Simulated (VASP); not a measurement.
Wanted: the native input for a VASP 6.6.1 run.

| Quantity | Value |
| --- | --- |
| Task | single point |
| Functional | PBE |
| Potentials or basis | VASP PAW PBE potentials, release 64 (Mg, S) |
| Cutoff | 520 eV |
| k mesh | 8 × 8 × 8 |
| Occupations | fermi-dirac, width 0.02 eV |
| Spin | no spin polarisation |
| Dipole correction | no |
| Further INCAR settings | ALGO = Normal; EDIFF = 1e-06; NBANDS = 11 |

The structure of MgS lies in POSCAR:

```
MgS
1.0
    0.1127252620      2.8476353761      2.8476353761
    2.8476353761      0.1127252620      2.8476353761
    2.8476353761      2.8476353761      0.1127252620
Mg S
1 1
Direct
    0.0037658601      0.0037658601      0.0037658601
    0.2462341399      0.2462341399      0.2462341399
```

This cell differs from its parent crystal: epitaxial 111 strain -3.4%.

The input as run:

INCAR

```
SYSTEM = MgS
PREC     = Accurate       ! precision mode
ENCUT    = 520            ! plane-wave cutoff, eV
EDIFF    = 1E-6           ! SCF threshold, eV
ISMEAR   = -1             ! smearing method
SIGMA    = 0.02           ! smearing width, eV
LREAL    = .False.        ! projectors in reciprocal space
LASPH    = .True.         ! aspherical terms in the spheres
NELM     = 100            ! most SCF steps
ALGO     = Normal         ! electronic algorithm
ISIF     = 2              ! what is computed and relaxed
LWAVE    = .False.        ! write WAVECAR
LCHARG   = .False.        ! write CHGCAR
GGA      = PE             ! functional
NBANDS   = 11             ! bands
```

KPOINTS

```
Automatic mesh
0
Gamma
  8 8 8
  0 0 0
```

Potentials or basis: VASP PAW PBE potentials, release 64 (Mg, S).

Launch:

```console
$ cat potpaw_PBE.64/Mg/POTCAR potpaw_PBE.64/S/POTCAR > POTCAR
$ mpirun -np 1 vasp_std > vasp.out
```

Results of the run:

```yaml
Pressure: 3.6 GPa
Largest_force: 0.013 eV/Å
Band_gap_on_the_k_mesh: 3.46 eV
```

Caveat: the cell differs from its parent crystal (epitaxial 111 strain -3.4%); the cell stands under pressure; the structure was generated, so it needn't be the stable form of MgS.

Run time: 38 s on 1 thread of Intel Xeon 8259CL (shared host), peak memory 0.19 GiB.
